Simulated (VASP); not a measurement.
Wanted: the native input for a VASP 6.6.1 run.

```yaml
Task: single point
Functional: PBEsol
Potentials_or_basis: VASP PAW PBE potentials, release 64 (Re)
Cutoff: 520 eV
k_mesh: 18 × 18 × 10
Occupations: gaussian, width 0.1 eV
Spin: no spin polarisation
Dipole_correction: no
Further_INCAR_settings: ALGO = Fast; EDIFF = 1e-07; NBANDS = 14
```

The structure of Re lies in POSCAR:

```
Re
1.0
    2.7225826509      0.0000000000      0.0000000000
   -1.3612913254      2.3578257396      0.0000000000
    0.0000000000      0.0000000000      4.3983177819
Re
2
Direct
    0.3333333333      0.6666666667      0.2500000000
    0.6666666667      0.3333333333      0.7500000000
```

These files were run (other wordings do the same):

INCAR

```
SYSTEM = Re
ALGO     = Fast           ! electronic algorithm
EDIFF    = 1E-7           ! SCF threshold, eV
ENCUT    = 520            ! plane-wave cutoff, eV
GGA      = PS             ! functional
ISIF     = 2              ! what is computed and relaxed
ISMEAR   = 0              ! smearing method
LASPH    = .TRUE.         ! aspherical terms in the spheres
LCHARG   = .FALSE.        ! write CHGCAR
LREAL    = .FALSE.        ! projectors in reciprocal space
LWAVE    = .FALSE.        ! write WAVECAR
NBANDS   = 14             ! bands
NELM     = 100            ! most SCF steps
PREC     = Accurate       ! precision mode
SIGMA    = 0.1            ! smearing width, eV
```

KPOINTS

```
k-points
0
G
  18 18 10
  0 0 0
```

Potentials or basis: VASP PAW PBE potentials, release 64 (Re).

The run is started by

```bash
$ cat potpaw_PBE.64/Re/POTCAR > POTCAR
$ mpirun -np 1 vasp_std > vasp.out
```

Results of the run:

| Quantity | Value |
| --- | --- |
| Pressure | 13.1 GPa |
| Band gap on the k mesh | zero (bands 7 and 8 overlap by 3.42 eV) |

Caveat: the cell stands under pressure; the PAW data sets were made with another functional, which shifts forces and pressure a little; spin-orbit coupling is left out, which moves the levels of the heavy elements.

It took 3.1 min on 1 thread of Intel Xeon 8259CL, with other jobs on the host, peak memory 0.2 GiB.
